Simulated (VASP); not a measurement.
SnO:

```
Sn O
1.0
     0.00000    2.57330    2.57330
     2.57330    0.00000    2.57330
     2.57330    2.57330    0.00000
Sn O
1 1
Cartesian
  3.8600 3.8600 3.8600
  0.0000 0.0000 0.0000
```

```yaml
Program: VASP 6.6.1
Task: relaxation of cell and atoms
Functional: PBE
Potentials_or_basis: VASP PAW PBE potentials, release 64 (Sn_d, O)
Cutoff: 600 eV
k_mesh: 6 × 6 × 6
Occupations: gaussian, width 0.1 eV
Spin: no spin polarisation
```

At the start: pressure 15.6 GPa; volume 17.04 Å³/atom.

**Question.** How do energy, volume and symmetry change on relaxing?

**Answer.** Over 3 steps the energy falls by 159.0 meV/atom and the volume is 20.62 Å³/atom (+21.0 %); space group F-43m (No. 216, to 0.05 Å).

The path:
```csv
step,energy change (eV),largest force (eV/Å),pressure (GPa),volume (Å³)
1,0.0000,0.0000,15.64,34.08
2,-0.3039,0.0000,-2.48,42.96
3,-0.3181,0.0000,-0.09,41.24
```

Final structure:
```cif
data_structure
_symmetry_space_group_name_H-M 'P 1'
_symmetry_Int_Tables_number 1
_cell_length_a 3.8781
_cell_length_b 3.8781
_cell_length_c 3.8781
_cell_angle_alpha 60.000
_cell_angle_beta 60.000
_cell_angle_gamma 60.000
_cell_volume 41.24
loop_
_atom_site_label
_atom_site_type_symbol
_atom_site_fract_x
_atom_site_fract_y
_atom_site_fract_z
_atom_site_occupancy
Sn1 Sn 0.75000 0.75000 0.75000 1
O1 O 0.00000 0.00000 0.00000 1
```

Caveat: the volume moved by over 15 % at a fixed basis, so the end points are rough.
